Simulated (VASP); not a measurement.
A run of VASP 6.6.1 is set up as follows.

Contents of INCAR:

```
SYSTEM = PbO2
PREC = Accurate
ENCUT = 520
EDIFF = 1E-6
ISMEAR = 0
SIGMA = 0.05
LREAL = .FALSE.
LASPH = .TRUE.
NELM = 80
ALGO = Normal
ISIF = 2
LWAVE = .FALSE.
LCHARG = .TRUE.
GGA = PE
LELF = .TRUE.
LVHAR = .TRUE.
NBANDS = 20
```

File KPOINTS:

```
Automatic mesh
0
G
  12 12 12
  0 0 0
```

Contents of POSCAR:

```
PbO2
1.0
    1.7275144750      0.9973809472      4.2484516518
   -1.7275144750      0.9973809472      4.2484516518
    0.0000000000     -1.9947618944      4.2484516518
Pb O
1 2
Direct
    0.0000000000      0.0000000000      0.0000000000
    0.2529994858      0.2529994858      0.2529994858
    0.7470005142      0.7470005142      0.7470005142
```

Potentials or basis: VASP PAW PBE potentials, release 64 (Pb_d, O).

Run with:

```bash
$ cat potpaw_PBE.64/Pb_d/POTCAR potpaw_PBE.64/O/POTCAR > POTCAR
$ mpirun -np 1 vasp_std > vasp.out
```

Q: Predict the largest force.

A: 0.031 eV/Å.

Q: What does it give for the band gap on the k mesh?

A: Zero (band 13 reaches 3.93 eV, above the bottom of band 14 at 3.89 eV).

Q: Estimate the pressure.

A: 1.1 GPa.

Forces on the atoms (eV/Å):
```
Pb   0.000  0.000  0.000
O    0.000  0.000 -0.031
O    0.000  0.000  0.031
```

Caveat: spin-orbit coupling is left out, which moves the levels of the heavy elements.
